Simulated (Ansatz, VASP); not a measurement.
AlN: VASP beside Ansatz

The input INCAR:

```
SYSTEM = AlN
  ALGO = Normal
  EDIFF = 1E-7
  ENCUT = 520
  GGA = PE
  ISIF = 2
  ISMEAR = 0
  ISPIN = 2
  LASPH = .True.
  LCHARG = .True.
  LELF = .True.
  LORBIT = 11
  LREAL = .False.
  LVHAR = .True.
  LWAVE = .False.
  MAGMOM = 0 0 0 0 0 0 0 0
  NBANDS = 30
  NELM = 150
  PREC = Accurate
  SIGMA = 0.05
```

Contents of KPOINTS:

```
k-points
0
Gamma
  8 8 3
  0 0 0
```

File POSCAR:

```
AlN
1.0
   -3.1302395629      0.0000000000      0.0000000000
   -1.5651197814     -2.7108669814      0.0000000000
   -3.1303960749     -1.8073350165     10.0359593112
Al N
4 4
Direct
   -0.2697730596     -0.2697730596      0.9046143587
    0.0635769404      0.0635769404      0.4046143587
    0.5635852737      0.5635852737      0.1546143587
    0.2302352737      0.2302352737      0.6546143587
    0.2697397263      0.2697397263      0.0953856413
   -0.0636102737     -0.0636102737      0.5953856413
    0.4363980596      0.4363980596      0.3453856413
    0.1030480596      0.1030480596      0.8453856413
```

Input for Ansatz:

```yaml
crystal:
  lattice:
    - [-3.1302395629, 0.0, 0.0]
    - [-1.5651197814, -2.7108669814, 0.0]
    - [-3.1303960749, -1.8073350165, 10.0359593112]
  atoms:
    - { symbol: Al, position: [-0.2697730596, -0.2697730596, 0.9046143587] }
    - { symbol: Al, position: [0.0635769404, 0.0635769404, 0.4046143587] }
    - { symbol: Al, position: [0.5635852737, 0.5635852737, 0.1546143587] }
    - { symbol: Al, position: [0.2302352737, 0.2302352737, 0.6546143587] }
    - { symbol: "N", position: [0.2697397263, 0.2697397263, 0.0953856413] }
    - { symbol: "N", position: [-0.0636102737, -0.0636102737, 0.5953856413] }
    - { symbol: "N", position: [0.4363980596, 0.4363980596, 0.3453856413] }
    - { symbol: "N", position: [0.1030480596, 0.1030480596, 0.8453856413] }
kpoints:
  mp_grid: { grid: [8, 8, 3] }
hamiltonian:
  xc: pbe
scf:
  occupations: { method: gaussian, width: 0.05 }
output:
  forces: true
  eigenvalues: true
  stress: true
magnetization:
  spin_polarized: true
accuracy: medium
```

Alike in both runs: task single point; functional PBE; k mesh 8 × 8 × 3; occupations gaussian, width 0.05 eV; collinear spin.

|  | VASP | Ansatz |
| --- | --- | --- |
| version | VASP 6.6.1 | Ansatz 0.2.0 |
| potentials or method | VASP PAW PBE potentials, release 64 (Al, N) | scalar-relativistic, plane waves, PAW |
| plane-wave cutoff (eV) | 520 | 420 |
| valence electrons in the cell | 32 | 32 |

```tsv
	VASP	Ansatz	Ansatz less VASP
gap on the k mesh at the Fermi level (eV)	2.92	2.94	+0.013
pressure (GPa)	-1.6	-1.4	+0.25
traceless stress, the component that is largest in VASP (GPa)	8.19	8.17	-0.020
rms of the force components (eV/Å)	0.491	0.491	+0.0008
net moment per atom (μB)	0.00	0.00	0.000
```

Atom by atom the forces differ by 0.004 eV/Å (rms over components). Ansatz's warnings: no starting moments.
